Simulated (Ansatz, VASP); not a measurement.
**HfGe3W2 in VASP and in Ansatz**

INCAR

```
ALGO = Normal ; EDIFF = 1E-7
EDIFFG = -0.04 ; ENCUT = 600
GGA = PE ; IBRION = 2
ISIF = 3 ; ISMEAR = 0
LASPH = True ; LCHARG = False
LREAL = False ; LWAVE = False
NELM = 60 ; NSW = 90
PREC = Accurate ; SIGMA = 0.1
```

KPOINTS

```
k-points
0
Gamma
  4 4 2
```

File POSCAR:

```
HfGe3W2
1.0
    3.7885248500      0.0000000000      0.0000000000
    0.0000000000      3.7885248500      0.0000000000
    0.0000000000      0.0000000000      8.8525906000
Hf Ge W
1 3 2
Direct
    0.0000000000      0.0000000000      0.5000000000
    0.5000000000      0.5000000000      0.7511408300
    0.5000000000      0.5000000000      0.2488591700
    0.5000000000      0.5000000000      0.0000000000
    0.0000000000      0.0000000000      0.0000000000
    0.5000000000      0.5000000000      0.5000000000
```

Input for Ansatz:

```yaml
crystal:
  lattice:
    - [3.78852485, 0.0, 0.0]
    - [0.0, 3.78852485, 0.0]
    - [0.0, 0.0, 8.8525906]
  atoms:
    - { symbol: Hf, position: [0.0, 0.0, 0.5] }
    - { symbol: Ge, position: [0.5, 0.5, 0.75114083] }
    - { symbol: Ge, position: [0.5, 0.5, 0.24885917] }
    - { symbol: Ge, position: [0.5, 0.5, 0.0] }
    - { symbol: W, position: [0.0, 0.0, 0.0] }
    - { symbol: W, position: [0.5, 0.5, 0.5] }
basis:
  ecutwfc: 420
kpoints:
  mp_grid: { grid: [4, 4, 2] }
hamiltonian:
  xc: pbe
scf:
  occupations: { method: gaussian, width: 0.1 }
  lower_state_search: "off"
output:
  forces: true
  stress: true
  eigenvalues: true
relax:
  adjacent_minimum: "off"
  f_tol: 0.04
  max_steps: 70
  cell: { stress_tol: 0.4 }
```

Alike in both runs: task relaxation of cell and atoms; functional PBE; k mesh 4 × 4 × 2; occupations gaussian, width 0.1 eV; no spin polarisation.

|  | VASP | Ansatz |
| --- | --- | --- |
| version | VASP 6.6.1 | Ansatz 0.2.0 |
| potentials or method | VASP PAW PBE potentials, release 64 (Hf_pv, Ge_d, W_sv), cutoff 600 eV | scalar-relativistic, plane waves, PAW |
| valence electrons in the cell | 80 | 96 |

VASP gave:

- gap on the k mesh at the Fermi level, each at its own relaxed structure (eV): none
- relaxed volume (Å³/atom): 22.63
- relaxed length of the cell vector where the two differ most in proportion (Å): 9.971

**Question.** Which values does Ansatz return?

**Answer.** gap on the k mesh at the Fermi level, each at its own relaxed structure (eV): none; relaxed volume (Å³/atom): 22.61; relaxed length of the cell vector where the two differ most in proportion (Å): 9.950.

A gap of «none» marks a metal or a gap that the smearing closes. VASP's potentials hold 80 valence electrons a cell and Ansatz's 96, so a difference there can come from the potentials and not from the codes.

The k mesh is coarse, so the values compare programs but aren't converged. Neither program's run includes spin-orbit coupling.
